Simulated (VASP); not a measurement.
The system is Pd2Ru.

```
Ru Pd
1.0
    -1.59735    1.59735    3.91851
     1.59735   -1.59735    3.91851
     1.59735    1.59735   -3.91851
Ru Pd
1 2
Direct
  0.00000 0.00000 0.00000
  0.66500 0.66500 0.00000
  0.33500 0.33500 0.00000
```

* Program: VASP 6.6.1
* Task: relaxation of cell and atoms
* Functional: PBE
* Potentials or basis: VASP PAW PBE potentials, release 64 (Ru_pv, Pd)
* Cutoff: 600 eV
* k mesh: 8 × 8 × 8
* Occupations: gaussian, width 0.1 eV
* Spin: no spin polarisation

At the start: pressure 31.8 GPa; volume 13.33 Å³/atom.

Where does the relaxation end?

Over 7 steps the energy falls by 145.0 meV/atom and the volume is 14.91 Å³/atom (+11.9 %); space group I4/mmm (No. 139, to 0.1 Å) before and after.

The path:
```tsv
step	energy change (eV)	largest force (eV/Å)	pressure (GPa)	volume (Å³)
1	0.0000	0.0319	31.76	39.99
2	0.9177	0.3801	-26.18	57.30
3	-0.4275	0.1887	-2.20	45.27
4	-0.4306	0.1769	-0.52	44.89
5	-0.4307	0.1738	-0.07	44.79
6	-0.4341	0.0765	0.04	44.76
7	-0.4350	0.0010	0.15	44.73
```

Final structure:
```cif
data_structure
_symmetry_space_group_name_H-M 'P 1'
_symmetry_Int_Tables_number 1
_cell_length_a 4.7406
_cell_length_b 4.7406
_cell_length_c 4.7406
_cell_angle_alpha 139.379
_cell_angle_beta 139.379
_cell_angle_gamma 58.798
_cell_volume 44.73
loop_
_atom_site_label
_atom_site_type_symbol
_atom_site_fract_x
_atom_site_fract_y
_atom_site_fract_z
_atom_site_occupancy
Ru1 Ru 0.00000 0.00000 0.00000 1
Pd1 Pd 0.66349 0.66349 0.00000 1
Pd2 Pd 0.33651 0.33651 0.00000 1
```
